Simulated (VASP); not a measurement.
# WS2 (R3m) in VASP: settings compared

Aim: see how the results for WS2 move with the level of theory and the settings. Levels: PBE, PBE+D3(BJ). Tasks: single point.

Program: VASP 6.6.1. These are calculated values, not measurements. Logs are shortened: lines on timing, memory, paths and dates and some standing lists are left out, and cuts for length are marked.

### 1 The cell of the first run

The structure is trigonal, space group R3m (No. 160). Conventional cell: a = 3.172 Å, b = 3.172 Å, c = 18.712 Å, α = 90.00°, β = 90.00°, γ = 120.00°. W (site symmetry 3m) has 6 S at 2.41 Å and 6 W at 3.17 Å within 3.2 Å. S (site symmetry 3m) has 3 W at 2.41 Å and 7 S at 3.12 to 3.17 Å within 3.2 Å. Within 3.2 Å of S (site symmetry 3m) lie 3 W at 2.41 Å and 7 S at 3.12 to 3.17 Å.

### 2 Single point, PBE

The input, INCAR:

```
PREC     = Accurate       # precision mode
ENCUT    = 500            # plane-wave cutoff, eV
EDIFF    = 1E-6           # SCF threshold, eV
ISMEAR   = 0              # smearing method
SIGMA    = 0.001          # smearing width, eV
LREAL    = False          # projectors in reciprocal space
LASPH    = True           # aspherical terms in the spheres
NELM     = 120            # most SCF steps
ALGO     = Normal         # electronic algorithm
ISIF     = 2              # what is computed and relaxed
LWAVE    = False          # write WAVECAR
LCHARG   = False          # write CHGCAR
GGA      = PE             # functional
NBANDS   = 20             # bands
GGA_COMPAT= False
```

The input, KPOINTS:

```
Automatic mesh
0
Gamma
  6 6 6
```

The input, POSCAR:

```
WS2
1.0
    1.5858866948      0.9156121101      6.2374697496
   -1.5858866948      0.9156121101      6.2374697496
    0.0000000000     -1.8312242203      6.2374697496
W S
1 2
Direct
   -0.0000115685     -0.0000115685     -0.0000115685
    0.4167981689      0.4167981689      0.4167981689
    0.2498800663      0.2498800663      0.2498800663
```

Potentials or basis: VASP PAW PBE potentials, release 64 (W_sv, S).

Run with:

```bash
$ cat potpaw_PBE.64/W_sv/POTCAR potpaw_PBE.64/S/POTCAR > POTCAR
$ mpirun -np 1 vasp_std > vasp.out
```

OUTCAR:

```text
PREC = Accurate
   ENCUT = 500
   EDIFF = 1E-6
   ISMEAR = 0
   LREAL = False
   LASPH = True
   NELM = 120
   ISIF = 2
   GGA = PE

 ion  position               nearest neighbor table
   1  1.000  1.000  1.000-   3 2.41   3 2.41   3 2.41   2 2.41   2 2.41   2 2.41
   2  0.417  0.417  0.417-   1 2.41   1 2.41   1 2.41
   3  0.250  0.250  0.250-   1 2.41   1 2.41   1 2.41

  LATTYP: Found a trigonal (rhomboedric) cell.
 ALAT       =     6.5007238845
 COS(alpha) =     0.8809715257

  Lattice vectors:

 A1 = (   1.5858866948,   0.9156121101,   6.2374697496)
 A2 = (  -1.5858866948,   0.9156121101,   6.2374697496)
 A3 = (   0.0000000000,  -1.8312242203,   6.2374697496)

Analysis of symmetry for initial positions (statically):
=====================================================================
 Subroutine PRICEL returns:
 Original cell was already a primitive cell.

 Routine SETGRP: Setting up the symmetry group for a
 trigonal (rhombohedral) supercell.

 Subroutine GETGRP returns: Found  6 space group operations
 (whereof  6 operations were pure point group operations)
 out of a pool of 12 trial point group operations.

The static configuration has the point symmetry C_3v.

Analysis of symmetry for dynamics (positions and initial velocities):
=====================================================================
 Subroutine PRICEL returns:
 Original cell was already a primitive cell.

 Routine SETGRP: Setting up the symmetry group for a
 trigonal (rhombohedral) supercell.

 Subroutine GETGRP returns: Found  6 space group operations
 (whereof  6 operations were pure point group operations)
 out of a pool of 12 trial point group operations.

The dynamic configuration has the point symmetry C_3v.

 Subroutine INISYM returns: Found  6 space group operations
 (whereof  6 operations are pure point group operations),
 and found     1 'primitive' translations

----------------------------------------------------------------------------------------

                                     Primitive cell

  volume of cell :      54.3430

  direct lattice vectors                    reciprocal lattice vectors
     1.585886695  0.915612110  6.237469750     0.315281036  0.182027591  0.053440473
    -1.585886695  0.915612110  6.237469750    -0.315281036  0.182027591  0.053440473
     0.000000000 -1.831224220  6.237469750     0.000000000 -0.364055182  0.053440473

  length of vectors
     6.500723884  6.500723884  6.500723884     0.367956600  0.367956600  0.367956600

  position of ions in fractional coordinates (direct lattice)
     0.999988432  0.999988432  0.999988432
     0.416798169  0.416798169  0.416798169
     0.249880066  0.249880066  0.249880066

  ion indices of the primitive-cell ions
   primitive index   ion index
                 1           1
                 2           2
                 3           3

----------------------------------------------------------------------------------------

 KPOINTS: Automatic mesh

Automatic generation of k-mesh.
 Grid dimensions read from file:
 generate k-points for:    6    6    6

 Generating k-lattice:

  Cartesian coordinates                     Fractional coordinates (reciprocal lattice)
     0.052546839  0.030337932  0.008906745     0.166666667  0.000000000  0.000000000
    -0.052546839  0.030337932  0.008906745     0.000000000  0.166666667  0.000000000
     0.000000000 -0.060675864  0.008906745     0.000000000  0.000000000  0.166666667

  Length of vectors
     0.061326100  0.061326100  0.061326100

  Shift w.r.t. Gamma in fractional coordinates (k-lattice)
     0.000000000  0.000000000  0.000000000

 Subroutine IBZKPT returns following result:
 ===========================================

 Found     32 irreducible k-points:

 Following reciprocal coordinates:
            Coordinates               Weight
  0.000000  0.000000  0.000000      1.000000
  0.166667 -0.000000 -0.000000      6.000000
  0.333333 -0.000000 -0.000000      6.000000
  0.500000 -0.000000 -0.000000      3.000000
  0.166667  0.166667 -0.000000      6.000000
  0.333333  0.166667 -0.000000     12.000000
[... 16 lines left out ...]
  0.500000  0.500000  0.166667      6.000000
 -0.333333  0.500000  0.166667     12.000000
 [... further k-points ...]
   k-points           NKPTS =     32   k-points in BZ     NKDIM =     32   number of bands    NBANDS=     20
   number of dos      NEDOS =    301   number of ions     NIONS =      3
   total plane-waves  NPLWV = 110592
   dimension x,y,z NGX =    48 NGY =   48 NGZ =   48
   dimension x,y,z NGXF=    96 NGYF=   96 NGZF=   96
   ions per type =               1   2
   NGX,Y,Z   is equivalent  to a cutoff of  12.28, 12.28, 12.28 a.u.
   NGXF,Y,Z  is equivalent  to a cutoff of  24.55, 24.55, 24.55 a.u.
 SYSTEM =  unknown system
   PREC   = accura    normal or accurate (medium, high low for compatibility)
   ISTART =      0    job   : 0-new  1-cont  2-samecut
   ICHARG =      2    charge: 1-file 2-atom 10-const
   ISPIN  =      1    spin polarized calculation?
   LNONCOLLINEAR =      F non collinear calculations
   LSORBIT =      F    spin-orbit coupling
   LASPH  =      T    aspherical Exc in radial PAW
   ENCUT  =  500.0 eV  36.75 Ry    6.06 a.u.  11.85 11.85 11.85*2*pi/ulx,y,z
   NELM   =    120;   NELMIN=  2; NELMDL= -5     # of ELM steps
   EDIFF  = 0.1E-05   stopping-criterion for ELM
   LREAL  =      F    real-space projection
   EDIFFG = 0.1E-04   stopping-criterion for IOM
   NSW    =      0    number of steps for IOM
   IBRION =     -1    ionic relax: 0-MD 1-quasi-New 2-CG
   NFREE  =      0    steps in history (QN), initial steepest desc. (CG)
   ISIF   =      2    stress and relaxation
   ISYM   =      2    0-nonsym 1-usesym 2-fastsym
   POTIM  = 0.5000    time-step for ionic-motion
   TEBEG  =    0.0;   TEEND  =   0.0 temperature during run
   PSTRESS=    0.0 pullay stress
   NELECT =      26.0000    total number of electrons
   NUPDOWN=      -1.0000    fix difference up-down
   EMIN   =  10.00;   EMAX   =-10.00  energy-range for DOS
   EFERMI =   0.00;   METHOD = LEGACY
   ISMEAR =     0;   SIGMA  =   0.00  broadening in eV -4-tet -1-fermi 0-gaus
   EFERMI_NEDOS =   21; number of points for ismear=-14 and -15
   IALGO  =     38    algorithm
   IMIX   =      4    mixing-type and parameters
     AMIX     =   0.40;   BMIX     =  1.00
     AMIX_MAG =   1.60;   BMIX_MAG =  1.00
  volume/ion in A,a.u.               =      18.11       122.24
  Fermi-wavevector in a.u.,A,eV,Ry     =   1.280417  2.419638 22.306318  1.639468
  Thomas-Fermi vector in A             =   2.412846
   LORBIT       =      0    0 simple, 1 ext, 2 COOP (PROOUT), +10 PAW based schemes
   GGA     = PE    functional components
   LHFCALC =     F    Hartree Fock is set to
   AEXX    =    0.0000 exact exchange contribution
   IVDW    =     0    specifies the selected vdW correction
   LEPSILON=     F    determine dielectric tensor
   LRPA    =     F    only Hartree local field effects (RPA)
 non-spin polarized calculation
 Gauss-broadening in eV      SIGMA  =   0.00
  energy-cutoff  :      500.00
  volume of cell :       54.34
 maximum number of plane-waves:      1389
   NGX = 23   NGY = 23   NGZ = 23

 number of electron      26.0000002 magnetization

 Free energy of the ion-electron system (eV)
  ---------------------------------------------------
  ext. energy  EPLUGINS =         0.00000000
  ---------------------------------------------------
  free energy    TOTEN  =       -23.63033859 eV

  energy without entropy =      -23.63033859  energy(sigma->0) =      -23.63033859

 E-fermi :   7.2456     XC(G=0): -10.8101

 val. band max:        7.2204951003   @ k =   0.5000   0.5000   0.5000
 cond. band min:       8.3142436708   @ k =  -0.1667   0.1667   0.0000
 fundamental gap:      1.0937485706
 Fermi energy:         7.2456217746

 k-point     1 :       0.0000    0.0000    0.0000
  band No.  band energies     occupation
      1     -67.4124      2.00000
      2     -31.6642      2.00000
      3     -31.5007      2.00000
      4     -31.5007      2.00000
      5      -8.3491      2.00000
      6      -6.4099      2.00000
[... 12 lines left out ...]
     19      15.0749      0.00000
     20      15.5333      0.00000

 k-point     2 :       0.1667   -0.0000   -0.0000
  band No.  band energies     occupation
      1     -67.4080      2.00000
      2     -31.6482      2.00000
      3     -31.5888      2.00000
      4     -31.5212      2.00000
      5      -7.8965      2.00000
      6      -6.2778      2.00000
[... 12 lines left out ...]
     19      15.6143      0.00000
     20      16.2804      0.00000

 k-point     3 :       0.3333   -0.0000   -0.0000
  band No.  band energies     occupation
      1     -67.3993      2.00000
      2     -31.7610      2.00000
      3     -31.6162      2.00000
      4     -31.5620      2.00000
      5      -6.8252      2.00000
      6      -5.9729      2.00000
[... 12 lines left out ...]
     19      14.5759      0.00000
     20      15.0096      0.00000

 k-point     4 :       0.5000   -0.0000   -0.0000
  band No.  band energies     occupation
      1     -67.3949      2.00000
      2     -31.8452      2.00000
      3     -31.6001      2.00000
      4     -31.5822      2.00000
      5      -6.1359      2.00000
      6      -5.7973      2.00000
[... 12 lines left out ...]
     19      13.8497      0.00000
     20      14.5076      0.00000

 k-point     5 :       0.1667    0.1667   -0.0000
  band No.  band energies     occupation
      1     -67.4080      2.00000
      2     -31.6482      2.00000
      3     -31.5888      2.00000
      4     -31.5212      2.00000
      5      -7.8823      2.00000
      6      -6.3048      2.00000
[... 12 lines left out ...]
     19      15.6342      0.00000
     20      16.1503      0.00000
[... 353 lines left out ...]
      6      -5.8488      2.00000
[... 12 lines left out ...]
     19      15.3655      0.00000
     20      15.5576      0.00000

 k-point    22 :      -0.1667    0.3333    0.1667
  band No.  band energies     occupation
      1     -67.3949      2.00000
      2     -31.8023      2.00000
      3     -31.6268      2.00000
      4     -31.6001      2.00000
      5      -6.1558      2.00000
      6      -5.7859      2.00000
[... 12 lines left out ...]
     19      14.9870      0.00000
     20      15.6132      0.00000

 k-point    23 :       0.5000    0.5000    0.1667
  band No.  band energies     occupation
      1     -67.3993      2.00000
      2     -31.7610      2.00000
      3     -31.6162      2.00000
      4     -31.5620      2.00000
      5      -6.6997      2.00000
      6      -6.1397      2.00000
[... 12 lines left out ...]
     19      14.5259      0.00000
     20      15.9702      0.00000

 k-point    24 :      -0.3333    0.5000    0.1667
  band No.  band energies     occupation
      1     -67.3948      2.00000
      2     -31.8023      2.00000
      3     -31.6268      2.00000
      4     -31.6001      2.00000
      5      -6.0723      2.00000
      6      -5.8789      2.00000
[... 12 lines left out ...]
     19      14.8898      0.00000
     20      15.5618      0.00000

 [... further k-points ...]
[... 5 lines left out ...]
  --------------------------------------------------------------------------------------
  -------------------------------------------------------------------------------------
  Total        0.9387691      0.9387691      1.4064204      0.0000000     -0.0000000      0.0000000
  in kB       27.6774447     27.6774447     41.4650662      0.0000000     -0.0000000      0.0000000
  external PRESSURE =      32.2733185 kB  Pullay stress =       0.0000000 kB

 VOLUME and BASIS-vectors are now :
 -----------------------------------------------------------------------------
  energy-cutoff  :      500.00
  volume of cell :       54.34
      direct lattice vectors                 reciprocal lattice vectors
     1.585886695  0.915612110  6.237469750     0.315281036  0.182027591  0.053440473
    -1.585886695  0.915612110  6.237469750    -0.315281036  0.182027591  0.053440473
     0.000000000 -1.831224220  6.237469750     0.000000000 -0.364055182  0.053440473

 POSITION                                       TOTAL-FORCE (eV/Angst)
 -----------------------------------------------------------------------------------
      0.00000     -0.00000     18.71219         0.000000     -0.000000      0.001230
      0.00000     -0.00000      7.79930         0.000000     -0.000000      0.201331
      0.00000     -0.00000      4.67586         0.000000      0.000000     -0.202561
 -----------------------------------------------------------------------------------
    total drift:                                0.000000     -0.000000     -0.000020

  FREE ENERGIE OF THE ION-ELECTRON SYSTEM (eV)
  ---------------------------------------------------
  free  energy   TOTEN  =       -23.6303385931 eV

  energy  without entropy=      -23.6303385931  energy(sigma->0) =      -23.63033859
```

Run time: 4.1 min. Hardware: 1 thread of Intel Xeon 8259CL, shared host; peak memory 0.28 GiB.

What came out:

- Free energy: -23.6303 eV
- Pressure: 3.2 GPa
- Largest force: 0.203 eV/Å
- Band gap on the k mesh: 1.09 eV (least direct gap 1.84 eV)

Forces on the atoms (eV/Å):
```
W    0.000  0.000  0.001
S    0.000  0.000  0.201
S    0.000  0.000 -0.203
```

Caveat: the cell stands under pressure; spin-orbit coupling is left out, which moves the levels of the heavy elements.

(Continued in part 2 of 2.)
